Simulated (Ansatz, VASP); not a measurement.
GdN: VASP beside Ansatz

```
Gd N
1.0
     4.02172    0.00000    0.00000
    -2.01086    3.48291    0.00000
     0.00000    0.00000    4.98810
Gd N
2 2
Direct
  0.66667 0.33333 0.05161
  0.33333 0.66667 0.55161
  0.66667 0.33333 0.57359
  0.33333 0.66667 0.07359
```

Alike in both runs: functional PBEsol; k mesh 10 × 10 × 6; occupations gaussian, width 0.05 eV; collinear spin.

Ansatz relaxed the structure, and its values are those at the end. VASP's run is a single point on that final structure, the one shown.

```csv
,VASP,Ansatz
version,VASP 6.6.1,Ansatz 0.2.0
potentials or method,"VASP PAW PBE potentials, release 64 (Gd, N), cutoff 520 eV","scalar-relativistic, plane waves, PAW"
valence electrons in the cell,46,46
```

Ansatz gave:

```
gap on the k mesh at the Fermi level (eV)                     : 0.40
least direct gap on the mesh (eV)                             : 0.81
pressure (GPa)                                                : 0.0
rms of the force components (eV/Å)                            : 0.000
net moment per atom (μB)                                      : 3.50
size of the moment on the site where the two differ most (μB) : 0.07
```

Estimate VASP's values.

gap on the k mesh at the Fermi level (eV): 0.42; least direct gap on the mesh (eV): 0.83; pressure (GPa): 0.3; rms of the force components (eV/Å): 0.003; net moment per atom (μB): 3.50; size of the moment on the site where the two differ most (μB): 0.07.

VASP's potentials were made for PBE, not for PBEsol. Site moments also hang on the region over which each program counts them. The functional is the same, so the differences come from potentials, cutoffs and numerics.

Spin-orbit coupling is off throughout.
